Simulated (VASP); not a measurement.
A run of VASP 6.6.1 is set up as follows.

INCAR

```
PREC = Accurate ; ENCUT = 520
EDIFF = 1E-7 ; ISMEAR = 0
SIGMA = 0.15 ; LREAL = F
LASPH = T ; NELM = 80
ALGO = Fast ; ISIF = 2
LWAVE = F ; LCHARG = F
NBANDS = 10
```

File KPOINTS:

```
regular mesh
0
Gamma
  22 22 22
```

POSCAR

```
Ir
1.0
    0.0000000000      1.8709334088      1.8709334088
    1.8709334088      0.0000000000      1.8709334088
    1.8709334088      1.8709334088      0.0000000000
Ir
1
Direct
    0.0000000000      0.0000000000      0.0000000000
```

Potentials or basis: VASP PAW LDA potentials, release 64 (Ir).

Run with:

```sh
$ cat potpaw_LDA.64/Ir/POTCAR > POTCAR
$ mpirun -np 1 vasp_std > vasp.out
```

(1) What does it give for the pressure?

Answers

(1) 29.1 GPa.
